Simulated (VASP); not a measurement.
# Mo4N in VASP: further runs

Runs on Mo4N. Level: PBEsol. Tasks: relaxation of the atoms.

Everything below comes from runs of VASP 6.6.1. Logs are shortened: lines on timing, memory, paths and dates and some standing lists are left out, and cuts for length are marked.

## (1) The cell of the first run

The cell holds a slab with vacuum, 5 atoms: a = 3.129 Å, b = 3.129 Å, c = 20.043 Å, α = 90.00°, β = 90.00°, γ = 90.00°.

## (2) Relaxation of the atoms, PBEsol

File INCAR:

```
SYSTEM = Mo4N
ALGO     = Fast           ! electronic algorithm
DIPOL    = 0.5 0.5 0.354
EDIFF    = 1E-7           ! SCF threshold, eV
EDIFFG   = -0.025         ! ionic threshold
ENCUT    = 520            ! plane-wave cutoff, eV
GGA      = PS             ! functional
IBRION   = 2              ! ionic algorithm
IDIPOL   = 3            
ISIF     = 2              ! what is computed and relaxed
ISMEAR   = 0              ! smearing method
LASPH    = .TRUE.         ! aspherical terms in the spheres
LCHARG   = .FALSE.        ! write CHGCAR
LDIPOL   = .TRUE.       
LREAL    = .FALSE.        ! projectors in reciprocal space
LWAVE    = .FALSE.        ! write WAVECAR
NELM     = 100            ! most SCF steps
NSW      = 36             ! ionic steps
PREC     = Accurate       ! precision mode
SIGMA    = 0.1            ! smearing width, eV
```

File KPOINTS:

```
k-points
0
G
  9 9 1
  0 0 0
```

File POSCAR:

```
Mo4N
1.0
    3.1294301619      0.0000000000      0.0000000000
    0.0000000000      3.1294301619      0.0000000000
    0.0000000000      0.0000000000     20.0433475232
Mo N
4 1
Selective dynamics
Direct
    0.5000000000      0.5000000000      0.1995674622  F F F
    0.0000000000      0.0000000000      0.2776340167  F F F
    0.5000000000      0.5000000000      0.3579998484  F F F
    0.0000000000      0.0000000000      0.4262435461  F F F
    0.0000000000      0.2500000000      0.5070683683  F F T
```

Potentials or basis: VASP PAW PBE potentials, release 64 (Mo_sv, N).

Launch:

```console
> cat potpaw_PBE.64/Mo_sv/POTCAR potpaw_PBE.64/N/POTCAR > POTCAR
> mpirun -np 1 vasp_std > vasp.out
```

OUTCAR:

```text
SYSTEM = Mo4N
   EDIFF = 1E-7
   EDIFFG = -0.025
   ENCUT = 520
   GGA = PS
   IBRION = 2
   ISIF = 2
   ISMEAR = 0
   LASPH = .TRUE.
   LREAL = .FALSE.
   NELM = 100
   NSW = 36
   PREC = Accurate

 ion  position               nearest neighbor table
   1  0.500  0.500  0.200-   2 2.71   2 2.71   2 2.71   2 2.71   3 3.18
   2  0.000  0.000  0.278-   1 2.71   1 2.71   1 2.71   1 2.71   3 2.74   3 2.74   3 2.74   3 2.74
                             4 2.98
   3  0.500  0.500  0.358-   4 2.60   4 2.60   4 2.60   4 2.60   2 2.74   2 2.74   2 2.74   2 2.74
                             1 3.18
   4  0.000  0.000  0.426-   5 1.80   3 2.60   3 2.60   3 2.60   3 2.60   2 2.98
   5  0.000  0.250  0.507-   4 1.80

  LATTYP: Found a simple tetragonal cell.
 ALAT       =     3.1294301619
 C/A-ratio  =     6.4047914433

  Lattice vectors:

 A1 = (   3.1294301619,   0.0000000000,   0.0000000000)
 A2 = (   0.0000000000,   3.1294301619,   0.0000000000)
 A3 = (   0.0000000000,   0.0000000000,  20.0433475232)

Analysis of symmetry for initial positions (statically):
=====================================================================
 Subroutine PRICEL returns:
 Original cell was already a primitive cell.

 Routine SETGRP: Setting up the symmetry group for a
 simple tetragonal supercell.

 Subroutine GETGRP returns: Found  2 space group operations
 (whereof  2 operations were pure point group operations)
 out of a pool of 16 trial point group operations.

The static configuration has the point symmetry C_1h.

Analysis of symmetry for dynamics (positions and initial velocities):
=====================================================================
 Subroutine PRICEL returns:
 Original cell was already a primitive cell.

 Routine SETGRP: Setting up the symmetry group for a
 simple tetragonal supercell.

 Subroutine GETGRP returns: Found  2 space group operations
 (whereof  2 operations were pure point group operations)
 out of a pool of 16 trial point group operations.

The dynamic configuration has the point symmetry C_1h.

Analysis of constrained symmetry for selective dynamics:
=====================================================================
 Subroutine PRICEL returns:
 Original cell was already a primitive cell.

[... 125 lines left out ...]
   EMIN   =  10.00;   EMAX   =-10.00  energy-range for DOS
   EFERMI =   0.00;   METHOD = LEGACY
   ISMEAR =     0;   SIGMA  =   0.10  broadening in eV -4-tet -1-fermi 0-gaus
   EFERMI_NEDOS =   21; number of points for ismear=-14 and -15
   IALGO  =     68    algorithm
   IMIX   =      4    mixing-type and parameters
     AMIX     =   0.40;   BMIX     =  1.00
     AMIX_MAG =   1.60;   BMIX_MAG =  1.00
  volume/ion in A,a.u.               =      39.26       264.93
  Fermi-wavevector in a.u.,A,eV,Ry     =   1.108880  2.095479 16.729923  1.229615
  Thomas-Fermi vector in A             =   2.245413
   LORBIT       =      0    0 simple, 1 ext, 2 COOP (PROOUT), +10 PAW based schemes
   GGA     = PS    functional components
   LHFCALC =     F    Hartree Fock is set to
   AEXX    =    0.0000 exact exchange contribution
   IVDW    =     0    specifies the selected vdW correction
   LEPSILON=     F    determine dielectric tensor
   LRPA    =     F    only Hartree local field effects (RPA)
 conjugate gradient relaxation of ions
 non-spin polarized calculation
 RMM-DIIS sequential band-by-band and
 Gauss-broadening in eV      SIGMA  =   0.10
  energy-cutoff  :      520.00
  volume of cell :      196.29
 maximum number of plane-waves:      5322
   NGX = 11   NGY = 11   NGZ = 75

 dipolmoment           0.000000      0.000000     -0.348270 electrons x Angstroem

--------------------------------------- Ionic step        1  -------------------------------------------

 number of electron      60.9999997 magnetization

 Free energy of the ion-electron system (eV)
  ---------------------------------------------------
  ext. energy  EPLUGINS =         0.00000000
  ---------------------------------------------------
  free energy    TOTEN  =       -50.10424123 eV

  energy without entropy =      -50.07759557  energy(sigma->0) =      -50.09091840

------------------------ aborting loop because EDIFF is reached ----------------------------------------

  FORCE on cell =-STRESS in cart. coord.  units (eV):
  Direction    XX          YY          ZZ          XY          YZ          ZX
  --------------------------------------------------------------------------------------
  -------------------------------------------------------------------------------------
  Total       -1.8306312     -4.3727500     -3.0216714      0.0000000      0.3942909      0.0000000
  in kB      -14.9420659    -35.6914712    -24.6636323      0.0000000      3.2182998      0.0000000
  external PRESSURE =     -25.0990565 kB  Pullay stress =       0.0000000 kB
[... 65 lines left out ...]
--------------------------------------- Ionic step        3  -------------------------------------------

 number of electron      60.9999997 magnetization

 dipolmoment           0.000000      0.000000      0.193353 electrons x Angstroem

 Free energy of the ion-electron system (eV)
  ---------------------------------------------------
  ext. energy  EPLUGINS =         0.00000000
  ---------------------------------------------------
  free energy    TOTEN  =       -50.22809483 eV

  energy without entropy =      -50.20227134  energy(sigma->0) =      -50.21518309

 E-fermi :   0.3204     XC(G=0):  -5.7538

 val. band max:        0.3142575639   @ k =   0.2222   0.0000   0.0000
 cond. band min:       0.3541017718   @ k =   0.2222   0.2222   0.0000
 fundamental gap:      0.0398442079
 Fermi energy:         0.3204445720

 k-point     1 :       0.0000    0.0000    0.0000
  band No.  band energies     occupation
      1     -60.5592      2.00000
      2     -60.3587      2.00000
      3     -60.2134      2.00000
      4     -59.9459      2.00000
      5     -34.9022      2.00000
      6     -34.8609      2.00000
[... 925 lines left out ...]
     35       2.3886      0.00000
     36       2.8007      0.00000

 [... further k-points ...]

------------------------ aborting loop because EDIFF is reached ----------------------------------------

 vacuum level on the upper side and lower side of the slab       (xc-potential included)         1.729        -1.901

  FORCE on cell =-STRESS in cart. coord.  units (eV):
  Direction    XX          YY          ZZ          XY          YZ          ZX
  --------------------------------------------------------------------------------------
  -------------------------------------------------------------------------------------
  Total       -1.1800211     -3.0870714      1.0866178      0.0000000      2.0398504      0.0000000
  in kB       -9.6316253    -25.1974431      8.8692446      0.0000000     16.6497656      0.0000000
  external PRESSURE =      -8.6532746 kB  Pullay stress =       0.0000000 kB
[... 20 lines left out ...]
  FREE ENERGIE OF THE ION-ELECTRON SYSTEM (eV)
  ---------------------------------------------------
  free  energy   TOTEN  =       -50.2280948283 eV

  energy  without entropy=      -50.2022713430  energy(sigma->0) =      -50.21518309

 reached required accuracy - stopping structural energy minimisation

 vacuum level on the upper side and lower side of the slab         7.882         4.164
```

OSZICAR:

```text
N       E                     dE             d eps       ncg     rms          rms(c)
DAV:   1     0.636701942787E+03    0.63670E+03   -0.38071E+04  2304   0.152E+03
DAV:   2    -0.268061308418E+02   -0.66351E+03   -0.65131E+03  2096   0.452E+02
DAV:   3    -0.552544800750E+02   -0.28448E+02   -0.27371E+02  2420   0.799E+01
DAV:   4    -0.563205612985E+02   -0.10661E+01   -0.10386E+01  2392   0.127E+01
[... 70 lines left out ...]
RMM:  13    -0.502280937186E+02   -0.14247E-05   -0.25159E-07  1084   0.131E-03    0.757E-04
RMM:  14    -0.502280942770E+02   -0.55846E-06   -0.98339E-08   718   0.802E-04    0.504E-04
RMM:  15    -0.502280946219E+02   -0.34490E-06   -0.69553E-08   749   0.729E-04    0.361E-04
RMM:  16    -0.502280947765E+02   -0.15452E-06   -0.39593E-08   583   0.562E-04    0.242E-04
RMM:  17    -0.502280948283E+02   -0.51836E-07   -0.20806E-08   486   0.477E-04
   3 F= -.50228095E+02 E0= -.50215183E+02  d E =-.123854E+00
```

CONTCAR:

```text
Mo4N
   1.00000000000000
     3.1294301618999998    0.0000000000000000    0.0000000000000000
     0.0000000000000000    3.1294301618999998    0.0000000000000000
     0.0000000000000000    0.0000000000000000   20.0433475232000013
  Mo              N
     4     1
Selective dynamics
Direct
     0.5000000000000000    0.5000000000000000    0.1995674622000010   F   F   F
     0.0000000000000000    0.0000000000000000    0.2776340166999987   F   F   F
     0.5000000000000000    0.5000000000000000    0.3579998483999987   F   F   F
     0.0000000000000000    0.0000000000000000    0.4262435460999967   F   F   F
     0.0000000000000000    0.2500000000000000    0.5020893636565888   F   F   T

  0.00000000E+00  0.00000000E+00  0.00000000E+00
  0.00000000E+00  0.00000000E+00  0.00000000E+00
  0.00000000E+00  0.00000000E+00  0.00000000E+00
  0.00000000E+00  0.00000000E+00  0.00000000E+00
  0.00000000E+00  0.00000000E+00  0.00000000E+00
```

It took 20 min on 1 thread of Oxide Virtual Turin-like, shared host; peak memory 0.33 GiB.

Results:

```
Free energy               : -50.2281 eV
Energy gained by relaxing : 24.8 meV/atom
Ionic steps               : 3
Band gap on the k mesh    : zero (an odd number of electrons rules out a gap without spin polarisation)
```

Step by step:
| step | energy change (eV) | largest force on free atoms (eV/Å) | pressure (GPa) |
| --- | --- | --- | --- |
| 1 | 0.0000 | 2.2950 | -2.51 |
| 2 | -0.1221 | 0.3195 | -0.65 |
| 3 | -0.1239 | 0.0039 | -0.87 |

Final structure:
```xyz
5
Lattice="3.1294 0.0000 0.0000 0.0000 3.1294 0.0000 0.0000 0.0000 20.0433" Properties=species:S:1:pos:R:3 pbc="T T T"
Mo    1.5647    1.5647    4.0000
Mo    0.0000    0.0000    5.5647
Mo    1.5647    1.5647    7.1755
Mo    0.0000    0.0000    8.5433
N     0.0000    0.7824   10.0636
```

Levels at points of the mesh, in eV from the Fermi level:
| k point | band 29 | band 30 | band 31 | band 32 | band 33 | band 34 |
| --- | --- | --- | --- | --- | --- | --- |
| (0.00, 0.00, 0.00) | -0.88 | -0.10 | 0.06 | 0.07 | 0.35 | 0.46 |

Caveat: the PAW data sets were made with another functional, which shifts forces and pressure a little.

## (3) Relaxation of the atoms, PBEsol

File INCAR:

```
SYSTEM = Mo4N
PREC = Accurate
ENCUT = 520
EDIFF = 1E-6
ISMEAR = 0
SIGMA = 0.1
LREAL = .FALSE.
LASPH = .TRUE.
NELM = 80
ALGO = Fast
ISIF = 2
LWAVE = .FALSE.
LCHARG = .FALSE.
LDIPOL = .TRUE.
IDIPOL = 3
DIPOL = 0.5 0.5 0.348
GGA = PS
IBRION = 2
NSW = 36
EDIFFG = -0.025
```

File KPOINTS:

```
regular mesh
0
G
  9 9 1
  0 0 0
```

Changes to POSCAR since step 2:

```diff
@@ -13,2 +13,2 @@
     0.0000000000      0.0000000000      0.4262435461  F F F
-    0.0000000000      0.2500000000      0.5070683683  F F T
+    0.1250000000      0.5000000000      0.4801267609  F F T
```

Potentials or basis: VASP PAW PBE potentials, release 64 (Mo_sv, N).

Launch:

```console
> cat potpaw_PBE.64/Mo_sv/POTCAR potpaw_PBE.64/N/POTCAR > POTCAR
> mpirun -np 1 vasp_std > vasp.out
```

OUTCAR:

```text
SYSTEM = Mo4N
   PREC = Accurate
   ENCUT = 520
   EDIFF = 1E-6
   ISMEAR = 0
   LREAL = .FALSE.
   LASPH = .TRUE.
   NELM = 80
   ISIF = 2
   GGA = PS
   IBRION = 2
   NSW = 36
   EDIFFG = -0.025

 ion  position               nearest neighbor table
   1  0.500  0.500  0.200-   2 2.71   2 2.71   2 2.71   2 2.71   3 3.18
   2  0.000  0.000  0.278-   1 2.71   1 2.71   1 2.71   1 2.71   3 2.74   3 2.74   3 2.74   3 2.74
                             4 2.98
   3  0.500  0.500  0.358-   4 2.60   4 2.60   4 2.60   4 2.60   2 2.74   2 2.74   2 2.74   2 2.74
                             1 3.18
   4  0.000  0.000  0.426-   5 1.94   5 1.94   3 2.60   3 2.60   3 2.60   3 2.60   2 2.98
   5  0.125  0.500  0.480-   4 1.94   4 1.94

  LATTYP: Found a simple tetragonal cell.
[... 294 lines left out ...]
  energy without entropy =      -51.73964127  energy(sigma->0) =      -51.74969214

 E-fermi :   0.9697     XC(G=0):  -5.6450

 val. band max:        0.9665324148   @ k =  -0.3333   0.4444   0.0000
 cond. band min:       1.0291134206   @ k =   0.0000   0.3333   0.0000
 fundamental gap:      0.0625810059
 Fermi energy:         0.9696637116

 k-point     1 :       0.0000    0.0000    0.0000
  band No.  band energies     occupation
      1     -60.2020      2.00000
      2     -59.9233      2.00000
      3     -59.6987      2.00000
      4     -59.5538      2.00000
      5     -34.6473      2.00000
      6     -34.4827      2.00000
[... 925 lines left out ...]
     35       2.5719      0.00000
     36       3.1598      0.00000

 [... further k-points ...]

------------------------ aborting loop because EDIFF is reached ----------------------------------------

 vacuum level on the upper side and lower side of the slab       (xc-potential included)         0.768        -1.145

  FORCE on cell =-STRESS in cart. coord.  units (eV):
  Direction    XX          YY          ZZ          XY          YZ          ZX
  --------------------------------------------------------------------------------------
  -------------------------------------------------------------------------------------
  Total        0.0028777      0.7444737     -0.1928956      0.0000000      0.0000000      1.2552851
  in kB        0.0234881      6.0765791     -1.5744617      0.0000000      0.0000000     10.2459482
  external PRESSURE =       1.5085352 kB  Pullay stress =       0.0000000 kB
[... 20 lines left out ...]
  FREE ENERGIE OF THE ION-ELECTRON SYSTEM (eV)
  ---------------------------------------------------
  free  energy   TOTEN  =       -51.7597430044 eV

  energy  without entropy=      -51.7396412679  energy(sigma->0) =      -51.74969214

 reached required accuracy - stopping structural energy minimisation

 vacuum level on the upper side and lower side of the slab         6.736         4.754
```

OSZICAR:

```text
N       E                     dE             d eps       ncg     rms          rms(c)
DAV:   1     0.646599465446E+03    0.64660E+03   -0.38089E+04  2288   0.152E+03
DAV:   2    -0.275940649215E+02   -0.67419E+03   -0.66240E+03  2096   0.454E+02
DAV:   3    -0.565135302027E+02   -0.28919E+02   -0.27902E+02  2384   0.820E+01
[... 63 lines left out ...]
RMM:  14    -0.517597353575E+02   -0.51791E-05   -0.64847E-06   852   0.342E-03    0.157E-03
RMM:  15    -0.517597393187E+02   -0.39612E-05   -0.36558E-06   796   0.278E-03    0.899E-04
RMM:  16    -0.517597408282E+02   -0.15096E-05   -0.16576E-06   683   0.210E-03    0.685E-04
RMM:  17    -0.517597420470E+02   -0.12187E-05   -0.96740E-07   604   0.180E-03    0.477E-04
RMM:  18    -0.517597430044E+02   -0.95747E-06   -0.50908E-07   491   0.157E-03
   3 F= -.51759743E+02 E0= -.51749692E+02  d E =-.132730E+00
```

Run time: 13 min. Hardware: 1 thread of AMD EPYC 9755, shared host; peak memory 0.34 GiB.

What came out:

```
Free energy               : -51.7597 eV
Energy gained by relaxing : 26.5 meV/atom
Ionic steps               : 3
Band gap on the k mesh    : zero (an odd number of electrons rules out a gap without spin polarisation)
```

The path:
```tsv
step	energy change (eV)	largest force on free atoms (eV/Å)	pressure (GPa)
1	0.0000	1.8638	-1.83
2	-0.1159	0.6895	-0.58
3	-0.1327	0.0048	0.15
```

Final structure:
```yaml
crystal:
  lattice:
    - [3.12943, 0.00000, 0.00000]
    - [0.00000, 3.12943, 0.00000]
    - [0.00000, 0.00000, 20.04335]
  atoms:
    - { symbol: Mo, position: [0.50000, 0.50000, 0.19957] }
    - { symbol: Mo, position: [0.00000, 0.00000, 0.27763] }
    - { symbol: Mo, position: [0.50000, 0.50000, 0.35800] }
    - { symbol: Mo, position: [0.00000, 0.00000, 0.42624] }
    - { symbol: N, position: [0.12500, 0.50000, 0.47325] }
```

Caveat: the PAW data sets were made with another functional, which shifts forces and pressure a little.
